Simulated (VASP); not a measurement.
Here is a VASP 6.6.1 calculation.

The input POSCAR:

```
GaN
1.0
    3.2786438574      0.0000000000      0.0000000000
   -1.6393219287      2.8393888705      0.0000000000
    0.0000000000      0.0000000000      5.1107055822
Ga N
2 2
Direct
    0.3333333333      0.6666666667     -0.0042250520
    0.6666666667      0.3333333333      0.4957749480
    0.3333333333      0.6666666667      0.3792250520
    0.6666666667      0.3333333333      0.8792250520
```

File INCAR.step1:

```
SYSTEM = GaN
PREC = Accurate ; ENCUT = 520
ISMEAR = 0 ; SIGMA = 0.01
LREAL = .FALSE. ; LASPH = .TRUE.
NELM = 100 ; NBANDS = 26
GGA = PE ; ALGO = Normal
EDIFF = 1E-4 ; LWAVE = .TRUE.
LCHARG = .FALSE.
```

File INCAR.step2:

```
SYSTEM = GaN
PREC = Accurate ; ENCUT = 520
EDIFF = 1E-7 ; ISMEAR = 0
SIGMA = 0.01 ; LREAL = .FALSE.
LASPH = .TRUE. ; NELM = 100
ALGO = Normal ; ISIF = 2
LWAVE = .FALSE. ; LCHARG = .FALSE.
METAGGA = R2SCAN ; LMIXTAU = .TRUE.
NBANDS = 26 ; ISTART = 1
```

KPOINTS

```
Automatic mesh
0
G
  12 12 6
  0 0 0
```

Potentials or basis: VASP PAW PBE potentials, release 64 (Ga_d, N).

The run is started by

```bash
$ cat potpaw_PBE.64/Ga_d/POTCAR potpaw_PBE.64/N/POTCAR > POTCAR
$ cp INCAR.step1 INCAR
$ mpirun -np 1 vasp_std > vasp.out
$ cp INCAR.step2 INCAR
$ mpirun -np 1 vasp_std > vasp.out
```

Q: What does it give for the pressure?

A: -7.2 GPa.

Q: Predict the largest force.

A: 0.013 eV/Å.

Stress tensor (GPa, compression positive):
```
-11.21   0.00   0.00
  0.00 -11.21   0.00
  0.00   0.00   0.95
```

Caveat: the cell differs from its parent crystal (epitaxial xy strain +3.0%); the PAW data sets were made with another functional, which shifts forces and pressure a little.
